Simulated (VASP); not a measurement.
# AlFe3 (Pm-3m) in VASP: further runs, part 2 of 2

VASP 6.6.1. Earlier steps stand in the parts before.

## Step 3: Single point, r2SCAN, collinear spin, ferromagnetic start

File POSCAR:

```
AlFe3
1.0
    3.6392911100      0.0000000000      0.0000000000
    0.0000000000      3.6392911100      0.0000000000
    0.0000000000      0.0000000000      3.6392911100
Al Fe
1 3
Direct
    0.0000000000      0.0000000000      0.0000000000
    0.0000000000      0.5000000000      0.5000000000
    0.5000000000      0.0000000000      0.5000000000
    0.5000000000      0.5000000000      0.0000000000
```

File INCAR.step1:

```
ALGO = Normal
EDIFF = 1E-4
ENCUT = 520
GGA = PE
ISMEAR = 0
ISPIN = 2
LASPH = True
LCHARG = False
LMAXMIX = 4
LREAL = False
LWAVE = True
MAGMOM = 0 4 4 4
NBANDS = 26
NELM = 150
PREC = Accurate
SIGMA = 0.1
```

File INCAR.step2:

```
ALGO = Normal
EDIFF = 1E-7
ENCUT = 520
ISIF = 2
ISMEAR = 0
ISPIN = 2
ISTART = 1
LASPH = True
LCHARG = False
LMAXMIX = 4
LMIXTAU = True
LORBIT = 11
LREAL = False
LWAVE = False
MAGMOM = 0 4 4 4
METAGGA = R2SCAN
NBANDS = 26
NELM = 150
PREC = Accurate
SIGMA = 0.1
```

File KPOINTS:

```
k-points
0
Gamma
  12 12 12
```

Potentials or basis: VASP PAW PBE potentials, release 64 (Al, Fe).

Started as:

```console
$ cat potpaw_PBE.64/Al/POTCAR potpaw_PBE.64/Fe/POTCAR > POTCAR
$ cp INCAR.step1 INCAR
$ mpirun -np 1 vasp_std > vasp.out
$ cp INCAR.step2 INCAR
$ mpirun -np 1 vasp_std > vasp.out
```

OUTCAR:

```text
EDIFF = 1E-7
   ENCUT = 520
   ISIF = 2
   ISMEAR = 0
   ISPIN = 2
   ISTART = 1
   LASPH = True
   LORBIT = 11
   LREAL = False
   METAGGA = R2SCAN
   NELM = 150
   PREC = Accurate

 ion  position               nearest neighbor table
   1  0.000  0.000  0.000-   2 2.57   3 2.57   4 2.57   2 2.57   3 2.57   2 2.57   4 2.57   2 2.57
                             3 2.57   4 2.57   3 2.57   4 2.57
   2  0.000  0.500  0.500-   1 2.57   3 2.57   4 2.57   1 2.57   4 2.57   1 2.57   3 2.57   1 2.57
                             3 2.57   4 2.57   4 2.57   3 2.57
   3  0.500  0.000  0.500-   1 2.57   2 2.57   4 2.57   1 2.57   4 2.57   2 2.57   4 2.57   4 2.57
                             1 2.57   2 2.57   1 2.57   2 2.57
   4  0.500  0.500  0.000-   1 2.57   2 2.57   3 2.57   2 2.57   3 2.57   1 2.57   3 2.57   3 2.57
                             1 2.57   2 2.57   2 2.57   1 2.57

  LATTYP: Found a simple cubic cell.
 ALAT       =     3.6392911100

  Lattice vectors:
[... 1560 lines left out ...]

  FORCE on cell =-STRESS in cart. coord.  units (eV):
  Direction    XX          YY          ZZ          XY          YZ          ZX
  --------------------------------------------------------------------------------------
  -------------------------------------------------------------------------------------
  Total        0.0555509      0.0555509      0.0555509     -0.0000000     -0.0000000      0.0000000
  in kB        1.8465081      1.8465081      1.8465081     -0.0000000     -0.0000000      0.0000000
  external PRESSURE =       1.8465081 kB  Pullay stress =       0.0000000 kB

 VOLUME and BASIS-vectors are now :
 -----------------------------------------------------------------------------
  energy-cutoff  :      520.00
  volume of cell :       48.20
      direct lattice vectors                 reciprocal lattice vectors
     3.639291110  0.000000000  0.000000000     0.274778788  0.000000000  0.000000000
     0.000000000  3.639291110  0.000000000     0.000000000  0.274778788  0.000000000
     0.000000000  0.000000000  3.639291110     0.000000000  0.000000000  0.274778788

 POSITION                                       TOTAL-FORCE (eV/Angst)
 -----------------------------------------------------------------------------------
      0.00000      0.00000      0.00000         0.000000      0.000000      0.000000
      0.00000      1.81965      1.81965         0.000000      0.000000      0.000000
      1.81965      0.00000      1.81965         0.000000      0.000000      0.000000
      1.81965      1.81965      0.00000         0.000000      0.000000      0.000000
 -----------------------------------------------------------------------------------
    total drift:                                0.000000      0.000000      0.000000

  FREE ENERGIE OF THE ION-ELECTRON SYSTEM (eV)
  ---------------------------------------------------
  free  energy   TOTEN  =       -50.5499870862 eV

  energy  without entropy=      -50.5421409930  energy(sigma->0) =      -50.54606404

 total charge

# of ion       s       p       d       tot
------------------------------------------
    1        0.420   0.447   0.000   0.867
    2        0.470   0.559   6.207   7.236
    3        0.470   0.559   6.207   7.236
    4        0.470   0.559   6.207   7.236
--------------------------------------------------
tot          1.830   2.124  18.621  22.575

 magnetization (x)

# of ion       s       p       d       tot
------------------------------------------
    1       -0.022  -0.100   0.000  -0.121
    2        0.004  -0.045   2.571   2.531
    3        0.004  -0.045   2.571   2.531
    4        0.004  -0.045   2.571   2.531
--------------------------------------------------
tot         -0.010  -0.234   7.714   7.471
```

OUTCAR.step1:

```text
EDIFF = 1E-4
   ENCUT = 520
   GGA = PE
   ISMEAR = 0
[... 1602 lines left out ...]
      0.00000      0.00000      0.00000         0.000000      0.000000      0.000000
      0.00000      1.81965      1.81965         0.000000      0.000000      0.000000
      1.81965      0.00000      1.81965         0.000000      0.000000      0.000000
      1.81965      1.81965      0.00000         0.000000      0.000000      0.000000
 -----------------------------------------------------------------------------------
    total drift:                                0.000000      0.000000      0.000000

  FREE ENERGIE OF THE ION-ELECTRON SYSTEM (eV)
  ---------------------------------------------------
  free  energy   TOTEN  =       -29.2676627351 eV

  energy  without entropy=      -29.2595408607  energy(sigma->0) =      -29.26360180
```

OSZICAR.step1:

```text
N       E                     dE             d eps       ncg     rms          rms(c)
DAV:   1     0.170258469314E+03    0.17026E+03   -0.11130E+04  8760   0.121E+03
DAV:   2    -0.235429569052E+02   -0.19380E+03   -0.17883E+03  8744   0.264E+02
DAV:   3    -0.322270173671E+02   -0.86841E+01   -0.82925E+01  9998   0.764E+01
DAV:   4    -0.323717793219E+02   -0.14476E+00   -0.14447E+00 11054   0.910E+00
DAV:   5    -0.323760772236E+02   -0.42979E-02   -0.42975E-02 10666   0.134E+00    0.230E+01
DAV:   6    -0.313354106559E+02    0.10407E+01   -0.27208E+01 10426   0.864E+01    0.173E+01
DAV:   7    -0.293225144203E+02    0.20129E+01   -0.61984E+00 10290   0.409E+01    0.644E+00
DAV:   8    -0.293070747257E+02    0.15440E-01   -0.15026E-01  9760   0.274E+00    0.223E+00
DAV:   9    -0.292712730360E+02    0.35802E-01   -0.40667E-02 11194   0.251E+00    0.822E-01
DAV:  10    -0.292677283004E+02    0.35447E-02   -0.44165E-03  9778   0.508E-01    0.255E-01
DAV:  11    -0.292676627351E+02    0.65565E-04   -0.54560E-04 10884   0.277E-01
   1 F= -.29267663E+02 E0= -.29263602E+02  d E =-.812187E-02  mag=     6.8677
```

It took 4.7 min on 1 thread of Intel Xeon 6975P-C (Granite Rapids), shared host; peak memory 0.28 GiB.

What came out:

* Free energy: -50.5500 eV
* Pressure: 0.2 GPa
* Net moment: 7.19 μB per cell
* Site moments: Al -0.12; Fe +2.53 μB
* Valence electrons inside the program's atomic spheres: Al 0.87; Fe 7.24

Caveat: the PAW data sets were made with another functional, which shifts forces and pressure a little.
